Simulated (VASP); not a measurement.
Fe3SnSb, 5 atoms in the cell. The structure is trigonal, space group P3m1 (No. 156). The conventional cell has a = 4.153 Å, b = 4.153 Å, c = 5.327 Å, α = 90.00°, β = 90.00°, γ = 120.00°. Within 3.4 Å of Sb (site symmetry 3m) lie 8 Fe at 2.54 to 2.95 Å and 3 Sn at 3.06 Å. Within 3.4 Å of Sn (site symmetry 3m) lie 8 Fe at 2.55 to 2.94 Å and 3 Sb at 3.06 Å. Within 3.3 Å of Fe (site symmetry 3m) lie 6 Fe at 2.54 to 2.55 Å and 3 Sn at 2.94 Å and 3 Sb at 2.95 Å. Within 3.3 Å of Fe (site symmetry 3m) lie 6 Fe at 2.54 to 2.94 Å and 2 Sb at 2.55 to 2.78 Å and 3 Sn at 2.55 Å. Within 3.4 Å of Fe (site symmetry 3m) lie 3 Sb at 2.54 Å and 6 Fe at 2.55 to 2.94 Å and 2 Sn at 2.57 to 2.76 Å. 

| Quantity | Value |
| --- | --- |
| Program | VASP 6.6.1 |
| Task | single point |
| Functional | PBE |
| Potentials or basis | VASP PAW PBE potentials, release 64 (Sb, Sn_d, Fe) |
| Cutoff | 520 eV |
| k mesh | 7 × 7 × 5 |
| Occupations | fermi-dirac, width 0.05 eV |
| Spin | collinear spin, ferromagnetic start |
| Starting moments | [0.0, 0.0, 3.0, 3.0, 3.0] μB |
| Dipole correction | no |
| Further INCAR settings | ALGO = Normal; EDIFF = 1e-06; NBANDS = 34 |

Potentials or basis: VASP PAW PBE potentials, release 64 (Sb, Sn_d, Fe).

Command:

```sh
$ cat potpaw_PBE.64/Sb/POTCAR potpaw_PBE.64/Sn_d/POTCAR potpaw_PBE.64/Fe/POTCAR > POTCAR
$ mpirun -np 1 vasp_std > vasp.out
```

Hardware: 1 thread of Oxide Virtual Turin-like Processor, on a shared host.

How long does it take, and how much memory?

It took 2.4 min on 1 thread of Oxide Virtual Turin-like Processor (shared host), peak memory 0.28 GiB. Counts: scf iterations 19, k points 32.
